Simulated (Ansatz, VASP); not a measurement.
# Al3B2As: VASP beside Ansatz

```
Al B As
1.0
     6.57106    0.00000    0.00000
    -3.28553    5.69071    0.00000
     0.00000    0.00000    2.75082
Al B As
3 2 1
Cartesian
  4.1497 0.0000 1.3754
  -2.0748 3.5937 1.3754
  1.2107 2.0970 1.3754
  0.0000 3.7938 1.3754
  3.2855 1.8969 1.3754
  0.0000 0.0000 0.0000
```

Alike in both runs: functional PBE; k mesh 3 × 3 × 6; occupations gaussian, width 0.1 eV; no spin polarisation.

Ansatz relaxed the structure, and its values are those at the end. VASP's run is a single point on that final structure, the one shown.

|  | VASP | Ansatz |
| --- | --- | --- |
| version | VASP 6.6.1 | Ansatz 0.2.0 |
| potentials or method | VASP PAW PBE potentials, release 64 (Al, B, As), cutoff 520 eV | scalar-relativistic, plane waves, PAW |
| valence electrons in the cell | 20 | 30 |

```tsv
	VASP	Ansatz	Ansatz less VASP
gap on the k mesh at the Fermi level (eV)	none	none	-
pressure (GPa)	0.0	0.0	-0.01
```

A gap of «none» marks a metal or a gap that the smearing closes. The functional is the same, so the differences come from potentials, cutoffs and numerics. VASP's potentials hold 20 valence electrons a cell and Ansatz's 30, so a difference there can come from the potentials and not from the codes.

The k mesh is coarse, so the values compare programs but aren't converged.
